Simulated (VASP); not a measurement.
Write the native input for VASP 6.6.1 that does the following.

| Quantity | Value |
| --- | --- |
| Task | single point |
| Functional | r2SCAN |
| Potentials or basis | VASP PAW PBE potentials, release 64 (Ta_pv) |
| Cutoff | 520 eV |
| k mesh | 13 × 13 × 13 |
| Occupations | methfessel-paxton, width 0.1 eV |
| Spin | no spin polarisation |
| Dipole correction | no |
| Further INCAR settings | ALGO = Normal; EDIFF = 1e-06; NBANDS = 12 |

Ta:

```
Ta
1.0
    -1.65336    1.65336    1.65336
     1.65336   -1.65336    1.65336
     1.65336    1.65336   -1.65336
Ta
1
Direct
  0.00000 0.00000 0.00000
```

The input as run:

POSCAR

```
Ta
1.0
   -1.6533592789      1.6533592789      1.6533592789
    1.6533592789     -1.6533592789      1.6533592789
    1.6533592789      1.6533592789     -1.6533592789
Ta
1
Direct
    0.0000000000      0.0000000000      0.0000000000
```

INCAR.step1

```
SYSTEM = Ta
  PREC = Accurate
  ENCUT = 520
  ISMEAR = 1
  SIGMA = 0.1
  LREAL = .FALSE.
  LASPH = .TRUE.
  NELM = 80
  NBANDS = 12
  GGA = PE
  ALGO = Normal
  EDIFF = 1E-4
  LWAVE = .TRUE.
  LCHARG = .FALSE.
```

INCAR.step2

```
SYSTEM = Ta
  PREC = Accurate
  ENCUT = 520
  EDIFF = 1E-6
  ISMEAR = 1
  SIGMA = 0.1
  LREAL = .FALSE.
  LASPH = .TRUE.
  NELM = 80
  ALGO = Normal
  ISIF = 2
  LWAVE = .FALSE.
  LCHARG = .FALSE.
  METAGGA = R2SCAN
  LMIXTAU = .TRUE.
  NBANDS = 12
  ISTART = 1
```

KPOINTS

```
Automatic mesh
0
G
  13 13 13
  0 0 0
```

Potentials or basis: VASP PAW PBE potentials, release 64 (Ta_pv).

Run with:

```console
$ cat potpaw_PBE.64/Ta_pv/POTCAR > POTCAR
$ cp INCAR.step1 INCAR
$ mpirun -np 1 vasp_std > vasp.out
$ cp INCAR.step2 INCAR
$ mpirun -np 1 vasp_std > vasp.out
```

It gave:

```yaml
Pressure: 0.7 GPa
```

Caveat: the PAW data sets were made with another functional, which shifts forces and pressure a little.

Wall time 75 s on 1 thread of Intel(R) Xeon(R) Platinum 8259CL CPU @ 2.50GHz (Skylake/Cascade Lake), with other jobs on the host, peak memory 0.15 GiB.
